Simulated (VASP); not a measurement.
# ZnO (zincite) (P6_3mc) in VASP: a series of runs, part 2 of 2

VASP 6.6.1.

**3. Single point, r2SCAN+rVV10**

This run uses another cell than the first one, of 12.61 Å³/atom, 1.019 times its volume.

POSCAR reads:

```
ZnO
1.0
    3.3130361008      0.0000000000      0.0000000000
   -1.6565180504      2.8691734269      0.0000000000
    0.0000000000      0.0000000000      5.3078076462
Zn O
2 2
Direct
    0.6666666667      0.3333333333      0.0000000000
    0.3333333333      0.6666666667      0.5000000000
    0.3333333333      0.6666666667      0.8790100000
    0.6666666667      0.3333333333      0.3790100000
```

INCAR.step1 reads:

```
SYSTEM = ZnO
ALGO = Normal
EDIFF = 1E-4
ENCUT = 520
GGA = PE
ISMEAR = -1
LASPH = .True.
LCHARG = .False.
LREAL = .False.
LWAVE = .True.
NBANDS = 26
NELM = 60
PREC = Accurate
SIGMA = 0.05
```

INCAR.step2 reads:

```
SYSTEM = ZnO
ALGO = Normal
BPARAM = 11.95
CPARAM = 0.0093
EDIFF = 1E-7
ENCUT = 520
ISIF = 2
ISMEAR = -1
ISTART = 1
IVDW_NL = 2
LASPH = .True.
LCHARG = .False.
LMIXTAU = .True.
LREAL = .False.
LUSE_VDW = .True.
LWAVE = .False.
METAGGA = R2SCAN
NBANDS = 26
NELM = 60
PREC = Accurate
SIGMA = 0.05
```

KPOINTS reads:

```
k-points
0
Gamma
  9 9 5
  0 0 0
```

Potentials or basis: VASP PAW PBE potentials, release 64 (Zn, O).

The run is started by

```bash
cat potpaw_PBE.64/Zn/POTCAR potpaw_PBE.64/O/POTCAR > POTCAR
cp INCAR.step1 INCAR
mpirun -np 1 vasp_std > vasp.out
cp INCAR.step2 INCAR
mpirun -np 1 vasp_std > vasp.out
```

OUTCAR:

```text
SYSTEM = ZnO
   BPARAM = 11.95
   EDIFF = 1E-7
   ENCUT = 520
   ISIF = 2
   ISMEAR = -1
   ISTART = 1
   IVDW_NL = 2
   LASPH = .True.
   LREAL = .False.
   METAGGA = R2SCAN
   NELM = 60
   PREC = Accurate

 ion  position               nearest neighbor table
   1  0.667  0.333  0.000-   4 2.01   3 2.02   3 2.02   3 2.02
   2  0.333  0.667  0.500-   3 2.01   4 2.02   4 2.02   4 2.02
   3  0.333  0.667  0.879-   2 2.01   1 2.02   1 2.02   1 2.02
   4  0.667  0.333  0.379-   1 2.01   2 2.02   2 2.02   2 2.02

  LATTYP: Found a hexagonal cell.
 ALAT       =     3.3130361008
 C/A-ratio  =     1.6020977390

  Lattice vectors:

 A1 = (   3.3130361008,   0.0000000000,   0.0000000000)
 A2 = (  -1.6565180504,   2.8691734269,   0.0000000000)
 A3 = (   0.0000000000,   0.0000000000,   5.3078076462)

Analysis of symmetry for initial positions (statically):
=====================================================================
 Subroutine PRICEL returns:
 Original cell was already a primitive cell.

 Routine SETGRP: Setting up the symmetry group for a
 hexagonal supercell.

 Subroutine GETGRP returns: Found 12 space group operations
 (whereof  6 operations were pure point group operations)
 out of a pool of 24 trial point group operations.

The static configuration has the point symmetry C_3v.
 The point group associated with its full space group is C_6v.

Analysis of symmetry for dynamics (positions and initial velocities):
=====================================================================
 Subroutine PRICEL returns:
 Original cell was already a primitive cell.

 Routine SETGRP: Setting up the symmetry group for a
 hexagonal supercell.

 Subroutine GETGRP returns: Found 12 space group operations
 (whereof  6 operations were pure point group operations)
 out of a pool of 24 trial point group operations.

The dynamic configuration has the point symmetry C_3v.
 The point group associated with its full space group is C_6v.

 Subroutine INISYM returns: Found 12 space group operations
[... 116 lines left out ...]
   ISMEAR =    -1;   SIGMA  =   0.05  broadening in eV -4-tet -1-fermi 0-gaus
   EFERMI_NEDOS =   21; number of points for ismear=-14 and -15
   IALGO  =     38    algorithm
   IMIX   =      4    mixing-type and parameters
     AMIX     =   0.40;   BMIX     =  1.00
     AMIX_MAG =   1.60;   BMIX_MAG =  1.00
  volume/ion in A,a.u.               =      12.61        85.12
  Fermi-wavevector in a.u.,A,eV,Ry     =   1.462883  2.764448 29.116834  2.140027
  Thomas-Fermi vector in A             =   2.579044
   LORBIT       =      0    0 simple, 1 ext, 2 COOP (PROOUT), +10 PAW based schemes
   METAGGA = R2SCAN    functional components
   LHFCALC =     F    Hartree Fock is set to
   AEXX    =    0.0000 exact exchange contribution
   IVDW_NL    =     2    kernel type
   BPARAM     =11.9500
   IVDW    =     0    specifies the selected vdW correction
   LEPSILON=     F    determine dielectric tensor
   LRPA    =     F    only Hartree local field effects (RPA)
 non-spin polarized calculation
  energy-cutoff  :      520.00
  volume of cell :       50.45
 maximum number of plane-waves:      1387
 NGX is ok and might be reduce to    28
   NGX = 13   NGY = 13   NGZ = 19

 number of electron      36.0000024 magnetization

 Free energy of the ion-electron system (eV)
  ---------------------------------------------------
  ext. energy  EPLUGINS =         0.00000000
  ---------------------------------------------------
  free energy    TOTEN  =       -35.15160168 eV

  energy without entropy =      -35.15160139  energy(sigma->0) =      -35.15160153

 E-fermi :   0.8981     XC(G=0): -11.3910

 val. band max:        0.3143360326   @ k =   0.0000   0.0000   0.0000
 cond. band min:       1.3959306692   @ k =   0.0000   0.0000   0.0000
 fundamental gap:      1.0815946366
 Fermi energy:         0.8981003522

 k-point     1 :       0.0000    0.0000    0.0000
  band No.  band energies     occupation
      1     -18.3081      2.00000
      2     -17.6941      2.00000
      3      -5.2176      2.00000
      4      -5.2175      2.00000
      5      -5.1829      2.00000
      6      -5.0247      2.00000
[... 685 lines left out ...]
     25      14.1750      0.00000
     26      15.2253      0.00000

 [... further k-points ...]
[... 5 lines left out ...]
  --------------------------------------------------------------------------------------
  -------------------------------------------------------------------------------------
  Total       -2.9439062     -2.9439062     -2.5708573      0.0000000      0.0000000      0.0000000
  in kB      -93.4838095    -93.4838095    -81.6376327      0.0000000      0.0000000      0.0000000
  external PRESSURE =     -89.5350839 kB  Pullay stress =       0.0000000 kB

 VOLUME and BASIS-vectors are now :
 -----------------------------------------------------------------------------
  energy-cutoff  :      520.00
  volume of cell :       50.45
      direct lattice vectors                 reciprocal lattice vectors
     3.313036101  0.000000000  0.000000000     0.301837942  0.174266217  0.000000000
    -1.656518050  2.869173427  0.000000000     0.000000000  0.348532435  0.000000000
     0.000000000  0.000000000  5.307807646     0.000000000  0.000000000  0.188401703

 POSITION                                       TOTAL-FORCE (eV/Angst)
 -----------------------------------------------------------------------------------
      1.65652      0.95639      0.00000        -0.000000     -0.000000     -0.063772
     -0.00000      1.91278      2.65390         0.000000      0.000000     -0.063772
     -0.00000      1.91278      4.66562        -0.000000      0.000000      0.063772
      1.65652      0.95639      2.01171        -0.000000      0.000000      0.063772
 -----------------------------------------------------------------------------------
    total drift:                                0.000000      0.000001     -0.042179

  FREE ENERGIE OF THE ION-ELECTRON SYSTEM (eV)
  ---------------------------------------------------
  free  energy   TOTEN  =       -35.1516016808 eV

  energy  without entropy=      -35.1516013884  energy(sigma->0) =      -35.15160153
```

OUTCAR.step1:

```text
SYSTEM = ZnO
   EDIFF = 1E-4
   ENCUT = 520
   GGA = PE
   ISMEAR = -1
   LASPH = .True.
   LREAL = .False.
   NELM = 60
[... 925 lines left out ...]
     -0.00000      1.91278      2.65390         0.000000      0.000000     -0.054610
     -0.00000      1.91278      4.66562         0.000000      0.000000      0.054610
      1.65652      0.95639      2.01171         0.000000      0.000000      0.054610
 -----------------------------------------------------------------------------------
    total drift:                                0.000000      0.000000      0.000464

  FREE ENERGIE OF THE ION-ELECTRON SYSTEM (eV)
  ---------------------------------------------------
  free  energy   TOTEN  =       -17.8563494290 eV

  energy  without entropy=      -17.8563400963  energy(sigma->0) =      -17.85634476
```

Run time: 2.2 min. Hardware: 1 thread of Intel Xeon 6975P-C (Granite Rapids), shared host; peak memory 0.32 GiB.

What came out:

| Item | Value |
| --- | --- |
| Free energy | -35.1516 eV |
| Pressure | -9.0 GPa |
| Largest force | 0.064 eV/Å |
| Band gap on the k mesh | 1.08 eV, direct |

Forces on the atoms (eV/Å):
```
Zn   0.000  0.000 -0.064
Zn   0.000  0.000 -0.064
O    0.000  0.000  0.064
O    0.000  0.000  0.064
```

Stress tensor (GPa, compression positive):
```
-9.35  0.00  0.00
 0.00 -9.35  0.00
 0.00  0.00 -8.16
```

Caveat: the PAW data sets were made with another functional, which shifts forces and pressure a little.

**4. Single point, PBE**

This run uses another cell than the first one, of 11.90 Å³/atom, 0.962 times its volume.

INCAR reads:

```
PREC = Accurate
ENCUT = 520
EDIFF = 1E-6
ISMEAR = -1
SIGMA = 0.05
LREAL = F
LASPH = T
NELM = 80
ALGO = Normal
ISIF = 2
LWAVE = F
LCHARG = T
GGA = PE
LELF = T
LVHAR = T
NBANDS = 26
```

KPOINTS reads:

```
Automatic mesh
0
Gamma
  16 16 9
```

POSCAR reads:

```
ZnO
1.0
    3.2493080000      0.0000000000      0.0000000000
   -1.6246540000      2.8139832727      0.0000000000
    0.0000000000      0.0000000000      5.2057090000
Zn O
2 2
Direct
    0.6666666667      0.3333333333      0.0000000000
    0.3333333333      0.6666666667      0.5000000000
    0.3333333333      0.6666666667      0.8790100000
    0.6666666667      0.3333333333      0.3790100000
```

The run is started by

```bash
cat potpaw_PBE.64/Zn/POTCAR potpaw_PBE.64/O/POTCAR > POTCAR
mpirun -np 1 vasp_std > vasp.out
```

Run time: 61 s. Hardware: 1 thread of Intel Xeon 6975P-C (Granite Rapids), shared host; peak memory 0.27 GiB.

Results (log left out):

```
Free energy            : -17.8225 eV
Pressure               : 6.0 GPa
Largest force          : 0.074 eV/Å
Band gap on the k mesh : 0.79 eV, direct
```

Forces on the atoms (eV/Å):
```
Zn   0.000  0.000 -0.074
Zn   0.000  0.000 -0.074
O    0.000  0.000  0.074
O    0.000  0.000  0.074
```

Stress tensor (GPa, compression positive):
```
5.43 0.00 0.00
0.00 5.43 0.00
0.00 0.00 7.19
```

Levels at points of the mesh, in eV from the valence-band top:
```tsv
k point	band 16	band 17	band 18	band 19	band 20	band 21
(0.00, 0.00, 0.00)	-0.07	0.00	0.00	0.79	5.21	8.26
(0.50, 0.00, 0.00)	-2.28	-1.28	-0.83	5.77	6.86	7.62
```

A k mesh can miss the band edges. Expect the measured gap to be larger: semilocal functionals such as PBE lack the derivative discontinuity.

**5. Single point, PBE**

This run uses another cell than the first one, of 11.90 Å³/atom, 0.962 times its volume.

INCAR reads:

```
ALGO = Normal
EDIFF = 1E-6
ENCUT = 910
GGA = PE
GGA_COMPAT = False
ISIF = 2
ISMEAR = 0
LASPH = True
LCHARG = True
LELF = True
LREAL = False
LVHAR = True
LWAVE = False
NBANDS = 26
NELM = 120
PREC = Accurate
SIGMA = 0.028000000000000004
```

KPOINTS reads:

```
k-points
0
Gamma
  9 9 5
```

POSCAR is that of step 4.

Potentials or basis: VASP PAW PBE potentials, release 64 (Zn, O_h).

The run is started by

```bash
cat potpaw_PBE.64/Zn/POTCAR potpaw_PBE.64/O_h/POTCAR > POTCAR
mpirun -np 1 vasp_std > vasp.out
```

Run time: 55 s. Hardware: 1 thread of Intel Xeon 6975P-C (Granite Rapids), shared host; peak memory 0.26 GiB.

It converged, with:

```yaml
Free_energy: -17.8354 eV
Pressure: 5.7 GPa
Largest_force: 0.074 eV/Å
Band_gap_on_the_k_mesh: 0.79 eV, direct
```

Forces on the atoms (eV/Å):
```
Zn   0.000  0.000 -0.074
Zn   0.000  0.000 -0.074
O    0.000  0.000  0.074
O    0.000  0.000  0.074
```

Stress tensor (GPa, compression positive):
```
5.07 0.00 0.00
0.00 5.07 0.00
0.00 0.00 6.82
```

Levels at points of the mesh, in eV from the valence-band top:
| k point | band 16 | band 17 | band 18 | band 19 | band 20 | band 21 |
| --- | --- | --- | --- | --- | --- | --- |
| (0.00, 0.00, 0.00) | -0.07 | 0.00 | 0.00 | 0.79 | 5.21 | 8.27 |

Caveat: the cutoff is under 1.25 times the usual one of these potentials, so pressure, stress and relaxed cells hold a basis-set (Pulay) error.

**6. The runs side by side**

| level | potentials or basis | cell | k mesh | cutoff (eV) | smearing | second run | gap on the mesh (eV) | pressure (GPa) | largest force (eV/Å) |
| --- | --- | --- | --- | --- | --- | --- | --- | --- | --- |
| r2SCAN+rVV10 | VASP PAW PBE potentials, release 64 (Zn, O) | a = 3.292, b = 3.292, c = 5.274 Å, angles 90.0, 90.0, 120.0°, 4 atoms | 9 × 9 × 5 | 520 | fermi-dirac 0.05 eV | - | 1.11 | -6.7 | 0.08 |
| r2SCAN+rVV10 | VASP PAW PBE potentials, release 64 (Zn, O) | a = 3.313, b = 3.313, c = 5.308 Å, angles 90.0, 90.0, 120.0°, 4 atoms | 9 × 9 × 5 | 520 | fermi-dirac 0.05 eV | - | 1.08 | -9.0 | 0.06 |
| PBE | VASP PAW PBE potentials, release 64 (Zn, O) | a = 3.249, b = 3.249, c = 5.206 Å, angles 90.0, 90.0, 120.0°, 4 atoms | 16 × 16 × 9 | 520 | fermi-dirac 0.05 eV | - | 0.79 | 6.0 | 0.07 |
| PBE | VASP PAW PBE potentials, release 64 (Zn, O_h) | a = 3.249, b = 3.249, c = 5.206 Å, angles 90.0, 90.0, 120.0°, 4 atoms | 9 × 9 × 5 | 910 | gaussian 0.028 eV | hard_potentials | 0.79 | 5.7 | 0.07 |

Alike in all rows: task single point; no spin polarisation.

Caveats: the PAW data sets were made with another functional, which shifts forces and pressure a little (some runs); the cutoff is under 1.25 times the usual one of these potentials, so pressure, stress and relaxed cells hold a basis-set (Pulay) error (some runs).

Total energies depend on the potentials used, so only differences within one code and one set of settings carry meaning.
